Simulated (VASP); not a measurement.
The system is ZnS.

```
Zn S
1.0
     3.99757    0.00000    0.00000
     0.00000    3.99757    0.00000
     0.00000    0.00000    5.65341
Zn S
2 2
Direct
  0.50000 0.50000 0.25000
  0.50000 0.50000 0.75000
  0.00000 0.50000 0.00000
  0.50000 0.00000 0.50000
```

This cell differs from its parent crystal: atoms taken out.

| Quantity | Value |
| --- | --- |
| Program | VASP 6.6.1 |
| Task | relaxation of cell and atoms |
| Functional | PBE |
| Potentials or basis | VASP PAW PBE potentials, release 64 (Zn, S) |
| Cutoff | 600 eV |
| k mesh | 4 × 4 × 4 |
| Occupations | gaussian, width 0.1 eV |
| Spin | no spin polarisation |

At the start: pressure -4.2 GPa; volume 22.59 Å³/atom.

Question: Where does the relaxation end?

Answer: Over 6 steps the energy falls by 86.2 meV/atom and the volume is 20.43 Å³/atom (-9.5 %); space group P4_2/mmc (No. 131, to 0.1 Å) before and after.

The path:
| step | energy change (eV) | largest force (eV/Å) | pressure (GPa) | volume (Å³) |
| --- | --- | --- | --- | --- |
| 1 | 0.0000 | 0.0000 | -4.22 | 90.34 |
| 2 | -0.2341 | 0.0000 | -0.10 | 82.72 |
| 3 | -0.2544 | 0.0000 | 1.97 | 80.22 |
| 4 | -0.3305 | 0.0000 | 0.69 | 81.17 |
| 5 | -0.3434 | 0.0000 | -0.31 | 81.91 |
| 6 | -0.3449 | 0.0000 | -0.04 | 81.73 |

Final structure:
```
CELL_PARAMETERS angstrom
3.67696 0.00000 0.00000
0.00000 3.67696 0.00000
0.00000 0.00000 6.04502
ATOMIC_POSITIONS crystal
Zn 0.50000 0.50000 0.25000
Zn 0.50000 0.50000 0.75000
S 0.00000 0.50000 0.00000
S 0.50000 0.00000 0.50000
```

Caveat: the cell differs from its parent crystal (atoms taken out).
